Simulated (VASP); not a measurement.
**Sr: single point with PBEsol**

Crystal: Sr.

```
Sr
1.0
     0.00000    3.06250    3.06250
     3.06250    0.00000    3.06250
     3.06250    3.06250    0.00000
Sr
1
Direct
  0.00000 0.00000 0.00000
```

```
Program             : VASP 6.6.1
Task                : single point
Functional          : PBEsol
Potentials or basis : VASP PAW PBE potentials, release 64 (Sr_sv)
Cutoff              : 520 eV
k mesh              : 8 × 8 × 8
Occupations         : fermi-dirac, width 0.05 eV
Spin                : no spin polarisation
```

```
Pressure               : -1.1 GPa
Band gap on the k mesh : zero (band 5 reaches 1.45 eV, above the bottom of band 6 at 1.36 eV)
```

Levels at points of the mesh, in eV from the Fermi level:
```tsv
k point	band 2	band 3	band 4	band 5	band 6	band 7	band 8	band 9
(0.00, 0.00, 0.00)	-18.51	-18.51	-18.51	-3.57	2.31	2.31	2.31	3.71
(0.50, 0.00, 0.00)	-18.68	-18.53	-18.53	-1.09	0.05	2.16	2.16	4.71
(0.50, 0.50, 0.00)	-18.67	-18.57	-18.57	-0.57	0.40	0.99	4.72	5.00
```

Wall time 11 s on 1 thread of AMD EPYC 7R13 Processor (Zen 3), on a shared host, peak memory 0.15 GiB.

Caveat: the PAW data sets were made with another functional, which shifts forces and pressure a little.
